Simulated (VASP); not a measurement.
# WSe2 in VASP: notebook

The runs below take WSe2 through single point, with PBE+D3(BJ).

All numbers are computed with VASP 6.6.1; they aren't measurements. Logs are shortened: lines on timing, memory, paths and dates and some standing lists are left out, and cuts for length are marked.

## 1. The cell of the first run

The cell holds a slab with vacuum, 6 atoms: a = 3.285 Å, b = 3.285 Å, c = 24.239 Å, α = 90.00°, β = 90.00°, γ = 120.00°.

## 2. Single point, PBE+D3(BJ) (layers slid over each other)

The input, INCAR:

```
PREC = Accurate
ENCUT = 520
EDIFF = 1E-6
ISMEAR = 0
SIGMA = 0.05
LREAL = F
LASPH = T
NELM = 80
ALGO = Normal
ISIF = 2
LWAVE = F
LCHARG = F
LDIPOL = T
IDIPOL = 3
DIPOL = 0.5 0.5 0.388
GGA = PE
IVDW = 12
NBANDS = 35
```

The input, KPOINTS:

```
Automatic mesh
0
Gamma
  9 9 1
```

The input, POSCAR:

```
WSe2
1.0
    3.2854929709      0.0000000000      0.0000000000
   -1.6427464855      2.8453203767      0.0000000000
    0.0000000000      0.0000000000     24.2386466774
Se W
4 2
Direct
    0.3333333333      0.6666666667      0.1856539294
    0.3333333333      0.6666666667      0.3246601777
    0.7777777778      0.2222222222      0.4517299783
    0.7777777778      0.2222222222      0.5907362267
    0.6666666667      0.3333333333      0.2551570536
    1.1111111111     -0.1111111111      0.5212331025
```

Potentials or basis: VASP PAW PBE potentials, release 64 (Se, W_sv).

Run with:

```bash
cat potpaw_PBE.64/Se/POTCAR potpaw_PBE.64/W_sv/POTCAR > POTCAR
mpirun -np 1 vasp_std > vasp.out
```

OUTCAR:

```text
PREC = Accurate
   ENCUT = 520
   EDIFF = 1E-6
   ISMEAR = 0
   LREAL = F
   LASPH = T
   NELM = 80
   ISIF = 2
   GGA = PE
   IVDW = 12
 IVDW          = 12

 ion  position               nearest neighbor table
   1  0.333  0.667  0.186-   5 2.54   5 2.54   5 2.54
   2  0.333  0.667  0.325-   5 2.54   5 2.54   5 2.54
   3  0.778  0.222  0.452-   6 2.54   6 2.54   6 2.54
   4  0.778  0.222  0.591-   6 2.54   6 2.54   6 2.54
   5  0.667  0.333  0.255-   2 2.54   2 2.54   2 2.54   1 2.54   1 2.54   1 2.54
   6  0.111  0.889  0.521-   3 2.54   4 2.54   3 2.54   4 2.54   3 2.54   4 2.54

  LATTYP: Found a hexagonal cell.
 ALAT       =     3.2854929709
 C/A-ratio  =     7.3774763459

  Lattice vectors:

 A1 = (   3.2854929709,   0.0000000000,   0.0000000000)
 A2 = (  -1.6427464855,   2.8453203767,   0.0000000000)
 A3 = (   0.0000000000,   0.0000000000,  24.2386466774)

Analysis of symmetry for initial positions (statically):
=====================================================================
 Subroutine PRICEL returns:
 Original cell was already a primitive cell.

 Routine SETGRP: Setting up the symmetry group for a
 hexagonal supercell.

 Subroutine GETGRP returns: Found  2 space group operations
 (whereof  2 operations were pure point group operations)
 out of a pool of 24 trial point group operations.

The static configuration has the point symmetry C_1h.

Analysis of symmetry for dynamics (positions and initial velocities):
=====================================================================
 Subroutine PRICEL returns:
 Original cell was already a primitive cell.

 Routine SETGRP: Setting up the symmetry group for a
 hexagonal supercell.

 Subroutine GETGRP returns: Found  2 space group operations
 (whereof  2 operations were pure point group operations)
 out of a pool of 24 trial point group operations.

The dynamic configuration has the point symmetry C_1h.

 Subroutine INISYM returns: Found  2 space group operations
 (whereof  2 operations are pure point group operations),
 and found     1 'primitive' translations

----------------------------------------------------------------------------------------

                                     Primitive cell

  volume of cell :     226.5897

  direct lattice vectors                    reciprocal lattice vectors
     3.285492971  0.000000000  0.000000000     0.304368327  0.175727136  0.000000000
    -1.642746486  2.845320377  0.000000000     0.000000000  0.351454271  0.000000000
     0.000000000  0.000000000 24.238646677     0.000000000  0.000000000  0.041256429

  length of vectors
     3.285492971  3.285492971 24.238646677     0.351454271  0.351454271  0.041256429

  position of ions in fractional coordinates (direct lattice)
     0.333333333  0.666666667  0.185653929
     0.333333333  0.666666667  0.324660178
     0.777777778  0.222222222  0.451729978
     0.777777778  0.222222222  0.590736227
     0.666666667  0.333333333  0.255157054
     0.111111111  0.888888889  0.521233102

  ion indices of the primitive-cell ions
   primitive index   ion index
                 1           1
                 2           2
                 3           3
                 4           4
                 5           5
                 6           6

----------------------------------------------------------------------------------------

 KPOINTS: Automatic mesh

Automatic generation of k-mesh.
 Grid dimensions read from file:
 generate k-points for:    9    9    1

 Generating k-lattice:

  Cartesian coordinates                     Fractional coordinates (reciprocal lattice)
     0.033818703  0.019525237  0.000000000     0.111111111  0.000000000  0.000000000
     0.000000000  0.039050475  0.000000000     0.000000000  0.111111111  0.000000000
     0.000000000  0.000000000  0.041256429     0.000000000  0.000000000  1.000000000

  Length of vectors
     0.039050475  0.039050475  0.041256429

  Shift w.r.t. Gamma in fractional coordinates (k-lattice)
     0.000000000  0.000000000  0.000000000

 Subroutine IBZKPT returns following result:
 ===========================================

 Found     25 irreducible k-points:

 Following reciprocal coordinates:
            Coordinates               Weight
  0.000000  0.000000  0.000000      1.000000
  0.111111 -0.000000  0.000000      4.000000
 -0.111111  0.111111  0.000000      2.000000
  0.222222  0.000000  0.000000      4.000000
 -0.222222  0.222222  0.000000      2.000000
  0.333333 -0.000000  0.000000      4.000000
[... 16 lines left out ...]
 -0.222222 -0.444444  0.000000      4.000000
  0.444444  0.333333  0.000000      4.000000
   k-points           NKPTS =     25   k-points in BZ     NKDIM =     25   number of bands    NBANDS=     35
   number of dos      NEDOS =    301   number of ions     NIONS =      6
   total plane-waves  NPLWV = 103680
   dimension x,y,z NGX =    24 NGY =   24 NGZ =  180
   dimension x,y,z NGXF=    48 NGYF=   48 NGZF=  360
   ions per type =               4   2
   NGX,Y,Z   is equivalent  to a cutoff of  12.14, 12.14, 12.35 a.u.
   NGXF,Y,Z  is equivalent  to a cutoff of  24.29, 24.29, 24.69 a.u.
 SYSTEM =  unknown system
   PREC   = accura    normal or accurate (medium, high low for compatibility)
   ISTART =      0    job   : 0-new  1-cont  2-samecut
   ICHARG =      2    charge: 1-file 2-atom 10-const
   ISPIN  =      1    spin polarized calculation?
   LNONCOLLINEAR =      F non collinear calculations
   LSORBIT =      F    spin-orbit coupling
   LASPH  =      T    aspherical Exc in radial PAW
   ENCUT  =  520.0 eV  38.22 Ry    6.18 a.u.   6.11  6.11 45.07*2*pi/ulx,y,z
   NELM   =     80;   NELMIN=  2; NELMDL= -5     # of ELM steps
   EDIFF  = 0.1E-05   stopping-criterion for ELM
   LREAL  =      F    real-space projection
   EDIFFG = 0.1E-04   stopping-criterion for IOM
   NSW    =      0    number of steps for IOM
   IBRION =     -1    ionic relax: 0-MD 1-quasi-New 2-CG
   NFREE  =      0    steps in history (QN), initial steepest desc. (CG)
   ISIF   =      2    stress and relaxation
   ISYM   =      2    0-nonsym 1-usesym 2-fastsym
   POTIM  = 0.5000    time-step for ionic-motion
   TEBEG  =    0.0;   TEEND  =   0.0 temperature during run
   PSTRESS=    0.0 pullay stress
   NELECT =      52.0000    total number of electrons
   NUPDOWN=      -1.0000    fix difference up-down
   EMIN   =  10.00;   EMAX   =-10.00  energy-range for DOS
   EFERMI =   0.00;   METHOD = LEGACY
   ISMEAR =     0;   SIGMA  =   0.05  broadening in eV -4-tet -1-fermi 0-gaus
   EFERMI_NEDOS =   21; number of points for ismear=-14 and -15
   IALGO  =     38    algorithm
   IMIX   =      4    mixing-type and parameters
     AMIX     =   0.40;   BMIX     =  1.00
     AMIX_MAG =   1.60;   BMIX_MAG =  1.00
  volume/ion in A,a.u.               =      37.76       254.85
  Fermi-wavevector in a.u.,A,eV,Ry     =   1.002296  1.894064 13.668371  1.004597
  Thomas-Fermi vector in A             =   2.134774
   LORBIT       =      0    0 simple, 1 ext, 2 COOP (PROOUT), +10 PAW based schemes
   GGA     = PE    functional components
   LHFCALC =     F    Hartree Fock is set to
   AEXX    =    0.0000 exact exchange contribution
   IVDW    =    12    specifies the selected vdW correction
   LEPSILON=     F    determine dielectric tensor
   LRPA    =     F    only Hartree local field effects (RPA)
 non-spin polarized calculation
 Gauss-broadening in eV      SIGMA  =   0.05
  energy-cutoff  :      520.00
  volume of cell :      226.59
 maximum number of plane-waves:      6144
   NGX = 13   NGY = 13   NGZ = 91

 dipolmoment           0.000000      0.000000     -0.000002 electrons x Angstroem

 number of electron      51.9999996 magnetization

 dipolmoment           0.000000      0.000000      0.001742 electrons x Angstroem

 Free energy of the ion-electron system (eV)
  ---------------------------------------------------
  ext. energy  EPLUGINS =         0.00000000
  ---------------------------------------------------
  free energy    TOTEN  =       -43.14461535 eV

  energy without entropy =      -43.14461535  energy(sigma->0) =      -43.14461535

 E-fermi :   1.3811     XC(G=0):  -6.2021

 val. band max:        0.9947459040   @ k =   0.0000   0.0000   0.0000
 cond. band min:       2.3887931203   @ k =  -0.3333   0.2222   0.0000
 fundamental gap:      1.3940472163
 Fermi energy:         1.3811397365

 k-point     1 :       0.0000    0.0000    0.0000
  band No.  band energies     occupation
      1     -73.1932      2.00000
      2     -73.1618      2.00000
      3     -37.4409      2.00000
      4     -37.4090      2.00000
      5     -37.3052      2.00000
      6     -37.3043      2.00000
[... 27 lines left out ...]
     34       4.1017      0.00000
     35       5.2131      0.00000

 k-point     2 :       0.1111   -0.0000    0.0000
  band No.  band energies     occupation
      1     -73.1920      2.00000
      2     -73.1606      2.00000
      3     -37.4356      2.00000
      4     -37.4037      2.00000
      5     -37.3327      2.00000
      6     -37.3110      2.00000
[... 27 lines left out ...]
     34       4.1651      0.00000
     35       5.6211      0.00000

 k-point     3 :      -0.1111    0.1111    0.0000
  band No.  band energies     occupation
      1     -73.1920      2.00000
      2     -73.1606      2.00000
      3     -37.4356      2.00000
      4     -37.4037      2.00000
      5     -37.3320      2.00000
      6     -37.3117      2.00000
[... 27 lines left out ...]
     34       4.2282      0.00000
     35       5.6160      0.00000
[... 723 lines left out ...]
 k-point    23 :      -0.2222   -0.4444    0.0000
  band No.  band energies     occupation
      1     -73.1821      2.00000
      2     -73.1507      2.00000
      3     -37.5032      2.00000
      4     -37.4721      2.00000
      5     -37.4148      2.00000
      6     -37.3926      2.00000
[... 27 lines left out ...]
     34       5.5389      0.00000
     35       6.4012      0.00000

 k-point    24 :       0.4444    0.3333    0.0000
  band No.  band energies     occupation
      1     -73.1821      2.00000
      2     -73.1507      2.00000
      3     -37.5028      2.00000
      4     -37.4721      2.00000
      5     -37.4152      2.00000
      6     -37.3926      2.00000
[... 27 lines left out ...]
     34       5.6970      0.00000
     35       6.1122      0.00000

 [... further k-points ...]

------------------------ aborting loop because EDIFF is reached ----------------------------------------

 vacuum level on the upper side and lower side of the slab       (xc-potential included)        -0.142        -0.178

 Edisp (eV)   -2.40933

 E8    (eV) :    -1.1076

  FORCE on cell =-STRESS in cart. coord.  units (eV):
  Direction    XX          YY          ZZ          XY          YZ          ZX
  --------------------------------------------------------------------------------------
  -------------------------------------------------------------------------------------
  Total      -0.00398     0.16235     0.19425     0.14405     0.05881    -0.10186
  in kB      -0.02815     1.14795     1.37352     1.01853     0.41582    -0.72021
  external pressure =        0.83 kB  Pullay stress =        0.00 kB

 VOLUME and BASIS-vectors are now :
 -----------------------------------------------------------------------------
  energy-cutoff  :      520.00
  volume of cell :      226.59
      direct lattice vectors                 reciprocal lattice vectors
     3.285492971  0.000000000  0.000000000     0.304368327  0.175727136  0.000000000
    -1.642746486  2.845320377  0.000000000     0.000000000  0.351454271  0.000000000
     0.000000000  0.000000000 24.238646677     0.000000000  0.000000000  0.041256429

 POSITION                                       TOTAL-FORCE (eV/Angst)
 -----------------------------------------------------------------------------------
     -0.00000      1.89688      4.50000        -0.004895      0.002826     -0.033328
     -0.00000      1.89688      7.86932         0.024298     -0.014028     -0.009898
      2.19033      0.63229     10.94932        -0.018698      0.010796      0.021893
      2.19033      0.63229     14.31865        -0.004239      0.002447      0.038809
      1.64275      0.94844      6.18466         0.007778     -0.004490      0.016130
     -1.09516      2.52917     12.63399        -0.004243      0.002450     -0.033606
 -----------------------------------------------------------------------------------
    total drift:                               -0.000182      0.000105     -0.000316

  FREE ENERGIE OF THE ION-ELECTRON SYSTEM (eV)
  ---------------------------------------------------
  free  energy   TOTEN  =       -45.5539470503 eV

  energy  without entropy=      -45.5539470503  energy(sigma->0) =      -45.55394705

 vacuum level on the upper side and lower side of the slab         5.831         5.796
```

Wall time 6.3 min (1 thread of Intel Xeon 8259CL, shared host); peak memory 0.42 GiB.

Results:

```yaml
Free_energy: -45.5539 eV
Largest_force: 0.039 eV/Å
Band_gap_on_the_k_mesh: 1.39 eV (least direct gap 1.63 eV)
Dispersion_energy_per_atom: -0.402 eV
```

Forces in eV/Å, atoms in the order of the input:
```
Se  -0.005  0.003 -0.033
Se   0.024 -0.014 -0.010
Se  -0.019  0.011  0.022
Se  -0.004  0.002  0.039
W    0.008 -0.004  0.016
W   -0.004  0.002 -0.034
```

Caveat: the cell differs from its parent crystal (layers slid over each other); spin-orbit coupling is left out, which moves the levels of the heavy elements.

(Part 1 of 2 ends here.)
